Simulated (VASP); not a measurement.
# BaO (Fm-3m) in VASP: single point with PBE+D3(BJ)

Aim: the single point of BaO with PBE+D3(BJ).

Everything below comes from runs of VASP 6.6.1. Logs are shortened: lines on timing, memory, paths and dates and some standing lists are left out, and cuts for length are marked.

### 1 The cell of the first run

Symmetry: Fm-3m, No. 225, cubic system. The conventional cell has a = 5.500 Å, b = 5.500 Å, c = 5.500 Å, α = 90.00°, β = 90.00°, γ = 90.00°. Within 3.6 Å of Ba (site symmetry m-3m) lie 6 O at 2.75 Å. O (site symmetry m-3m) has 6 Ba at 2.75 Å within 3.6 Å.

### 2 Single point, PBE+D3(BJ)

Contents of INCAR:

```
  PREC = Accurate
  ENCUT = 600
  EDIFF = 1E-6
  ISMEAR = -1
  SIGMA = 0.01
  LREAL = F
  LASPH = T
  NELM = 120
  ALGO = Normal
  ISIF = 2
  LWAVE = F
  LCHARG = T
  GGA = PE
  IVDW = 12
  LELF = T
  LVHAR = T
  NBANDS = 15
  GGA_COMPAT = F
```

Contents of KPOINTS:

```
regular mesh
0
Gamma
  6 6 6
```

Contents of POSCAR:

```
BaO
1.0
    0.0000000000      2.7500000000      2.7500000000
    2.7500000000      0.0000000000      2.7500000000
    2.7500000000      2.7500000000      0.0000000000
Ba O
1 1
Direct
    0.0000000000      0.0000000000      0.0000000000
    0.5000000000      0.5000000000      0.5000000000
```

Potentials or basis: VASP PAW PBE potentials, release 64 (Ba_sv, O).

Started as:

```console
$ cat potpaw_PBE.64/Ba_sv/POTCAR potpaw_PBE.64/O/POTCAR > POTCAR
$ mpirun -np 1 vasp_std > vasp.out
```

OUTCAR:

```text
PREC = Accurate
   ENCUT = 600
   EDIFF = 1E-6
   ISMEAR = -1
   LREAL = F
   LASPH = T
   NELM = 120
   ISIF = 2
   GGA = PE
   IVDW = 12
 IVDW          = 12

 ion  position               nearest neighbor table
   1  0.000  0.000  0.000-   2 2.75   2 2.75   2 2.75   2 2.75   2 2.75   2 2.75
   2  0.500  0.500  0.500-   1 2.75   1 2.75   1 2.75   1 2.75   1 2.75   1 2.75

  LATTYP: Found a face centered cubic cell.
 ALAT       =     5.5000000000

  Lattice vectors:

 A1 = (   0.0000000000,   2.7500000000,   2.7500000000)
 A2 = (   2.7500000000,   0.0000000000,   2.7500000000)
 A3 = (   2.7500000000,   2.7500000000,   0.0000000000)

Analysis of symmetry for initial positions (statically):
=====================================================================
 Subroutine PRICEL returns:
 Original cell was already a primitive cell.

 Routine SETGRP: Setting up the symmetry group for a
 face centered cubic supercell.

 Subroutine GETGRP returns: Found 48 space group operations
[... 9 lines left out ...]

 Routine SETGRP: Setting up the symmetry group for a
 face centered cubic supercell.

 Subroutine GETGRP returns: Found 48 space group operations
[... 11 lines left out ...]
                                     Primitive cell

  volume of cell :      41.5938

  direct lattice vectors                    reciprocal lattice vectors
     0.000000000  2.750000000  2.750000000    -0.181818182  0.181818182  0.181818182
     2.750000000  0.000000000  2.750000000     0.181818182 -0.181818182  0.181818182
     2.750000000  2.750000000  0.000000000     0.181818182  0.181818182 -0.181818182

  length of vectors
     3.889087297  3.889087297  3.889087297     0.314918329  0.314918329  0.314918329

  position of ions in fractional coordinates (direct lattice)
     0.000000000  0.000000000  0.000000000
     0.500000000  0.500000000  0.500000000

  ion indices of the primitive-cell ions
   primitive index   ion index
                 1           1
                 2           2

----------------------------------------------------------------------------------------

 KPOINTS: regular mesh

Automatic generation of k-mesh.
 Grid dimensions read from file:
 generate k-points for:    6    6    6

 Generating k-lattice:

  Cartesian coordinates                     Fractional coordinates (reciprocal lattice)
    -0.030303030  0.030303030  0.030303030     0.166666667  0.000000000  0.000000000
     0.030303030 -0.030303030  0.030303030     0.000000000  0.166666667  0.000000000
     0.030303030  0.030303030 -0.030303030     0.000000000  0.000000000  0.166666667

  Length of vectors
     0.052486388  0.052486388  0.052486388

  Shift w.r.t. Gamma in fractional coordinates (k-lattice)
     0.000000000  0.000000000  0.000000000

 Subroutine IBZKPT returns following result:
 ===========================================

 Found     16 irreducible k-points:

 Following reciprocal coordinates:
            Coordinates               Weight
  0.000000  0.000000  0.000000      1.000000
  0.166667  0.000000  0.000000      8.000000
  0.333333  0.000000  0.000000      8.000000
  0.500000  0.000000  0.000000      4.000000
  0.166667  0.166667  0.000000      6.000000
  0.333333  0.166667  0.000000     24.000000
[... 8 lines left out ...]
 -0.333333  0.333333  0.166667     24.000000
 -0.333333  0.500000  0.166667     12.000000
   k-points           NKPTS =     16   k-points in BZ     NKDIM =     16   number of bands    NBANDS=     15
   number of dos      NEDOS =    301   number of ions     NIONS =      2
   total plane-waves  NPLWV =  32768
   dimension x,y,z NGX =    32 NGY =   32 NGZ =   32
   dimension x,y,z NGXF=    64 NGYF=   64 NGZF=   64
   ions per type =               1   1
   NGX,Y,Z   is equivalent  to a cutoff of  13.68, 13.68, 13.68 a.u.
   NGXF,Y,Z  is equivalent  to a cutoff of  27.36, 27.36, 27.36 a.u.
 SYSTEM =  unknown system
   PREC   = accura    normal or accurate (medium, high low for compatibility)
   ISTART =      0    job   : 0-new  1-cont  2-samecut
   ICHARG =      2    charge: 1-file 2-atom 10-const
   ISPIN  =      1    spin polarized calculation?
   LNONCOLLINEAR =      F non collinear calculations
   LSORBIT =      F    spin-orbit coupling
   LASPH  =      T    aspherical Exc in radial PAW
   ENCUT  =  600.0 eV  44.10 Ry    6.64 a.u.   7.77  7.77  7.77*2*pi/ulx,y,z
   NELM   =    120;   NELMIN=  2; NELMDL= -5     # of ELM steps
   EDIFF  = 0.1E-05   stopping-criterion for ELM
   LREAL  =      F    real-space projection
   EDIFFG = 0.1E-04   stopping-criterion for IOM
   NSW    =      0    number of steps for IOM
   IBRION =     -1    ionic relax: 0-MD 1-quasi-New 2-CG
   NFREE  =      0    steps in history (QN), initial steepest desc. (CG)
   ISIF   =      2    stress and relaxation
   ISYM   =      2    0-nonsym 1-usesym 2-fastsym
   POTIM  = 0.5000    time-step for ionic-motion
   TEBEG  =    0.0;   TEEND  =   0.0 temperature during run
   PSTRESS=    0.0 pullay stress
   NELECT =      16.0000    total number of electrons
   NUPDOWN=      -1.0000    fix difference up-down
   EMIN   =  10.00;   EMAX   =-10.00  energy-range for DOS
   EFERMI =   0.00;   METHOD = LEGACY
   ISMEAR =    -1;   SIGMA  =   0.01  broadening in eV -4-tet -1-fermi 0-gaus
   EFERMI_NEDOS =   21; number of points for ismear=-14 and -15
   IALGO  =     38    algorithm
   IMIX   =      4    mixing-type and parameters
     AMIX     =   0.40;   BMIX     =  1.00
     AMIX_MAG =   1.60;   BMIX_MAG =  1.00
  volume/ion in A,a.u.               =      20.80       140.34
  Fermi-wavevector in a.u.,A,eV,Ry     =   1.190617  2.249940 19.287200  1.417569
  Thomas-Fermi vector in A             =   2.326698
   LORBIT       =      0    0 simple, 1 ext, 2 COOP (PROOUT), +10 PAW based schemes
   GGA     = PE    functional components
   LHFCALC =     F    Hartree Fock is set to
   AEXX    =    0.0000 exact exchange contribution
   IVDW    =    12    specifies the selected vdW correction
   LEPSILON=     F    determine dielectric tensor
   LRPA    =     F    only Hartree local field effects (RPA)
 non-spin polarized calculation
  energy-cutoff  :      600.00
  volume of cell :       41.59
 maximum number of plane-waves:      1411
   NGX = 15   NGY = 15   NGZ = 15

 number of electron      15.9999997 magnetization

 Free energy of the ion-electron system (eV)
  ---------------------------------------------------
  ext. energy  EPLUGINS =         0.00000000
  ---------------------------------------------------
  free energy    TOTEN  =       -11.77214503 eV

  energy without entropy =      -11.77214503  energy(sigma->0) =      -11.77214503

 E-fermi :   2.2607     XC(G=0):  -9.7179

 val. band max:        2.0291684979   @ k =   0.5000   0.5000   0.0000
 cond. band min:       3.9287809301   @ k =   0.5000   0.5000   0.0000
 fundamental gap:      1.8996124322
 Fermi energy:         2.2606898537

 k-point     1 :       0.0000    0.0000    0.0000
  band No.  band energies     occupation
      1     -23.8904      2.00000
      2     -13.0545      2.00000
      3      -8.3594      2.00000
      4      -8.3594      2.00000
      5      -8.3594      2.00000
      6       1.6291      2.00000
      7       1.6291      2.00000
      8       1.6291      2.00000
      9       5.6630      0.00000
     10       6.6954      0.00000
     11       6.6954      0.00000
     12       6.6954      0.00000
     13       9.0154      0.00000
     14       9.0154      0.00000
     15      12.0138      0.00000

 k-point     2 :       0.1667    0.0000    0.0000
  band No.  band energies     occupation
      1     -23.8227      2.00000
      2     -13.2493      2.00000
      3      -8.4218      2.00000
      4      -8.3917      2.00000
      5      -8.3917      2.00000
      6       1.0828      2.00000
      7       1.2835      2.00000
      8       1.2835      2.00000
      9       6.4380      0.00000
     10       6.8580      0.00000
     11       7.2136      0.00000
     12       7.2136      0.00000
     13       9.7206      0.00000
     14       9.7206      0.00000
     15      13.6475      0.00000

 k-point     3 :       0.3333    0.0000    0.0000
  band No.  band energies     occupation
      1     -23.6818      2.00000
      2     -13.6407      2.00000
      3      -8.5330      2.00000
      4      -8.4540      2.00000
      5      -8.4540      2.00000
      6       0.2787      2.00000
      7       0.7033      2.00000
      8       0.7033      2.00000
      9       6.6580      0.00000
     10       8.4628      0.00000
     11       8.4628      0.00000
     12       9.0712      0.00000
     13      11.2929      0.00000
     14      11.2929      0.00000
     15      15.9833      0.00000

 k-point     4 :       0.5000    0.0000    0.0000
  band No.  band energies     occupation
      1     -23.6083      2.00000
      2     -13.8372      2.00000
      3      -8.5825      2.00000
      4      -8.4839      2.00000
      5      -8.4839      2.00000
      6      -0.0547      2.00000
      7       0.4517      2.00000
      8       0.4517      2.00000
      9       6.9738      0.00000
     10       9.2418      0.00000
     11       9.2418      0.00000
     12      10.3280      0.00000
     13      12.6762      0.00000
     14      12.6762      0.00000
     15      15.5825      0.00000
[... 163 lines left out ...]
 k-point    14 :       0.5000    0.3333    0.1667
  band No.  band energies     occupation
      1     -23.5952      2.00000
      2     -13.5422      2.00000
      3      -9.0735      2.00000
      4      -9.0329      2.00000
      5      -8.5100      2.00000
      6       0.7140      2.00000
      7       0.9445      2.00000
      8       1.6535      2.00000
      9       5.6425      0.00000
     10       8.1833      0.00000
     11       9.2595      0.00000
     12       9.9607      0.00000
     13      11.3994      0.00000
     14      13.2289      0.00000
     15      15.0524      0.00000

 k-point    15 :      -0.3333    0.3333    0.1667
  band No.  band energies     occupation
      1     -23.5485      2.00000
      2     -13.5659      2.00000
      3      -9.2613      2.00000
      4      -9.2513      2.00000
      5      -8.4512      2.00000
      6       0.5160      2.00000
      7       1.4312      2.00000
      8       1.4489      2.00000
      9       6.7747      0.00000
     10       7.0256      0.00000
     11       9.4827      0.00000
     12      10.6607      0.00000
     13      12.0685      0.00000
     14      14.0532      0.00000
     15      14.6937      0.00000

 k-point    16 :      -0.3333    0.5000    0.1667
  band No.  band energies     occupation
      1     -23.5297      2.00000
      2     -13.4112      2.00000
      3      -9.7135      2.00000
      4      -9.2416      2.00000
      5      -8.5686      2.00000
      6       0.8976      2.00000
      7       1.7645      2.00000
      8       1.9024      2.00000
      9       5.2601      0.00000
     10       8.2570      0.00000
     11       8.7817      0.00000
     12      11.6699      0.00000
     13      11.8974      0.00000
     14      14.2941      0.00000
     15      14.5442      0.00000

------------------------ aborting loop because EDIFF is reached ----------------------------------------

 Edisp (eV)   -0.46331

 E8    (eV) :    -0.2396

  FORCE on cell =-STRESS in cart. coord.  units (eV):
  Direction    XX          YY          ZZ          XY          YZ          ZX
  --------------------------------------------------------------------------------------
  -------------------------------------------------------------------------------------
  Total       0.77000     0.77000     0.77000     0.00000     0.00000     0.00000
  in kB      29.66020    29.66020    29.66020     0.00000     0.00000     0.00000
  external pressure =       29.66 kB  Pullay stress =        0.00 kB

 VOLUME and BASIS-vectors are now :
 -----------------------------------------------------------------------------
  energy-cutoff  :      600.00
  volume of cell :       41.59
      direct lattice vectors                 reciprocal lattice vectors
     0.000000000  2.750000000  2.750000000    -0.181818182  0.181818182  0.181818182
     2.750000000  0.000000000  2.750000000     0.181818182 -0.181818182  0.181818182
     2.750000000  2.750000000  0.000000000     0.181818182  0.181818182 -0.181818182

 POSITION                                       TOTAL-FORCE (eV/Angst)
 -----------------------------------------------------------------------------------
      0.00000      0.00000      0.00000        -0.000000     -0.000000     -0.000000
      2.75000      2.75000      2.75000         0.000000      0.000000      0.000000
 -----------------------------------------------------------------------------------
    total drift:                                0.000000     -0.000000      0.000000

  FREE ENERGIE OF THE ION-ELECTRON SYSTEM (eV)
  ---------------------------------------------------
  free  energy   TOTEN  =       -12.2354594578 eV

  energy  without entropy=      -12.2354594578  energy(sigma->0) =      -12.23545946
```

Wall time 6.1 s (1 thread of Intel Xeon 6975P-C (Granite Rapids), shared host); peak memory 0.19 GiB.

Results:

* Free energy: -12.2355 eV
* Pressure: 3.0 GPa
* Band gap on the k mesh: 1.90 eV, direct
* Dispersion energy per atom: -0.232 eV

Caveat: spin-orbit coupling is left out, which moves the levels of the heavy elements. A k mesh can miss the band edges.
